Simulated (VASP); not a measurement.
# Hf (Fm-3m) in VASP: notebook, part 2 of 2

VASP 6.6.1.

## (3) Electric field gradients, PBEsol (volume scaled by 0.94)

Contents of INCAR:

```
  PREC = Accurate
  ENCUT = 520
  EDIFF = 1E-8
  ISMEAR = -1
  SIGMA = 0.03
  LREAL = F
  LASPH = T
  NELM = 100
  ALGO = Normal
  ISIF = 2
  LWAVE = F
  LCHARG = F
  GGA = PS
  LEFG = T
  NBANDS = 11
```

Contents of KPOINTS:

```
regular mesh
0
Gamma
  16 16 16
```

Contents of POSCAR:

```
Hf
1.0
    0.0000000000      2.1746811614      2.1746811614
    2.1746811614      0.0000000000      2.1746811614
    2.1746811614      2.1746811614      0.0000000000
Hf
1
Direct
    0.0000000000      0.0000000000      0.0000000000
```

Potentials or basis: VASP PAW PBE potentials, release 64 (Hf_pv).

On the command line:

```bash
> cat potpaw_PBE.64/Hf_pv/POTCAR > POTCAR
> mpirun -np 1 vasp_std > vasp.out
```

OUTCAR:

```text
PREC = Accurate
   ENCUT = 520
   EDIFF = 1E-8
   ISMEAR = -1
   LREAL = F
   LASPH = T
   NELM = 100
   ISIF = 2
   GGA = PS

 ion  position               nearest neighbor table
   1  0.000  0.000  0.000-

  LATTYP: Found a face centered cubic cell.
 ALAT       =     4.3493623228

  Lattice vectors:

 A1 = (   0.0000000000,   2.1746811614,   2.1746811614)
 A2 = (   2.1746811614,   0.0000000000,   2.1746811614)
 A3 = (   2.1746811614,   2.1746811614,   0.0000000000)

Analysis of symmetry for initial positions (statically):
=====================================================================
 Subroutine PRICEL returns:
 Original cell was already a primitive cell.

 Routine SETGRP: Setting up the symmetry group for a
 face centered cubic supercell.

 Subroutine GETGRP returns: Found 48 space group operations
[... 515 lines left out ...]
  external PRESSURE =      50.5443796 kB  Pullay stress =       0.0000000 kB

 VOLUME and BASIS-vectors are now :
 -----------------------------------------------------------------------------
  energy-cutoff  :      520.00
  volume of cell :       20.57
      direct lattice vectors                 reciprocal lattice vectors
     0.000000000  2.174681161  2.174681161    -0.229918762  0.229918762  0.229918762
     2.174681161  0.000000000  2.174681161     0.229918762 -0.229918762  0.229918762
     2.174681161  2.174681161  0.000000000     0.229918762  0.229918762 -0.229918762

 POSITION                                       TOTAL-FORCE (eV/Angst)
 -----------------------------------------------------------------------------------
      0.00000      0.00000      0.00000         0.000000      0.000000     -0.000000
 -----------------------------------------------------------------------------------
    total drift:                               -0.000000      0.000000     -0.000000

  FREE ENERGIE OF THE ION-ELECTRON SYSTEM (eV)
  ---------------------------------------------------
  free  energy   TOTEN  =       -10.4205019717 eV

  energy  without entropy=      -10.4155252265  energy(sigma->0) =      -10.41801360

 Electric field gradients (V/A^2)
---------------------------------------------------------------------
 ion       V_xx      V_yy      V_zz      V_xy      V_xz      V_yz
---------------------------------------------------------------------
   1       0.000    -0.000     0.000     0.000     0.000     0.000
---------------------------------------------------------------------

 Electric field gradients after diagonalization (V/A^2)
 (convention: |V_zz| > |V_xx| > |V_yy|)
----------------------------------------------------------------------
 ion       V_xx      V_yy      V_zz     asymmetry (V_yy - V_xx)/ V_zz
----------------------------------------------------------------------
   1      -0.000    -0.000     0.000       0.000
----------------------------------------------------------------------

           NMR quadrupolar parameters

 Cq : quadrupolar parameter    Cq=e*Q*V_zz/h
 eta: asymmetry parameters     (V_yy - V_xx)/ V_zz
 Q  : nuclear electric quadrupole moment in mb (millibarn)
----------------------------------------------------------------------
 ion       Cq(MHz)       eta       Q (mb)
----------------------------------------------------------------------
   1       0.000       0.000       1.000
----------------------------------------------------------------------
```

OSZICAR:

```text
N       E                     dE             d eps       ncg     rms          rms(c)
DAV:   1     0.129049921956E+02    0.12905E+02   -0.57561E+03  3222   0.850E+02
DAV:   2    -0.103281953846E+02   -0.23233E+02   -0.22454E+02  4040   0.157E+02
DAV:   3    -0.107464309770E+02   -0.41824E+00   -0.41590E+00  4015   0.147E+01
DAV:   4    -0.107478155723E+02   -0.13846E-02   -0.13838E-02  3675   0.100E+00
DAV:   5    -0.107478215219E+02   -0.59496E-05   -0.59494E-05  3931   0.598E-02    0.480E+01
DAV:   6    -0.105074784624E+02    0.24034E+00   -0.19144E-01  3712   0.323E+00    0.286E+01
DAV:   7    -0.104245357462E+02    0.82943E-01   -0.31071E-01  3778   0.391E+00    0.135E+00
DAV:   8    -0.104204768715E+02    0.40589E-02   -0.21895E-02  3592   0.104E+00    0.516E-02
DAV:   9    -0.104205025165E+02   -0.25645E-04   -0.28532E-04  3819   0.144E-01    0.477E-02
DAV:  10    -0.104205019714E+02    0.54509E-06   -0.14457E-05  3716   0.291E-02    0.511E-02
DAV:  11    -0.104205019632E+02    0.82439E-08   -0.16442E-06  3814   0.989E-03    0.309E-03
DAV:  12    -0.104205019878E+02   -0.24568E-07   -0.26003E-08  3677   0.148E-03    0.887E-04
DAV:  13    -0.104205019715E+02    0.16259E-07   -0.51794E-10  2231   0.171E-04    0.727E-05
DAV:  14    -0.104205019717E+02   -0.16098E-09   -0.35617E-11  2018   0.552E-05
   1 F= -.10420502E+02 E0= -.10418014E+02  d E =-.497675E-02
```

Run time: 18 s. Hardware: 1 thread of Intel Xeon 6975P-C, shared host; peak memory 0.16 GiB.

Results:

```
Free energy            : -10.4205 eV
Pressure               : 5.1 GPa
Band gap on the k mesh : zero (band 5 reaches 6.59 eV, above the bottom of band 6 at 4.75 eV)
```

Levels at points of the mesh, in eV from the Fermi level:
| k point | band 3 | band 4 | band 5 | band 6 | band 7 | band 8 |
| --- | --- | --- | --- | --- | --- | --- |
| (0.00, 0.00, 0.00) | -29.66 | -7.51 | 1.41 | 1.41 | 1.41 | 4.51 |
| (0.50, 0.00, 0.00) | -29.80 | -3.90 | 0.91 | 1.15 | 1.15 | 6.90 |
| (0.50, 0.50, 0.00) | -30.05 | -3.64 | -2.46 | 3.02 | 6.91 | 7.62 |

Caveat: without QUAD_EFG the Cq values of the log hold for a quadrupole moment of 1 mb, not for the nuclei; the PAW data sets were made with another functional, which shifts forces and pressure a little; spin-orbit coupling is left out, which moves the levels of the heavy elements.
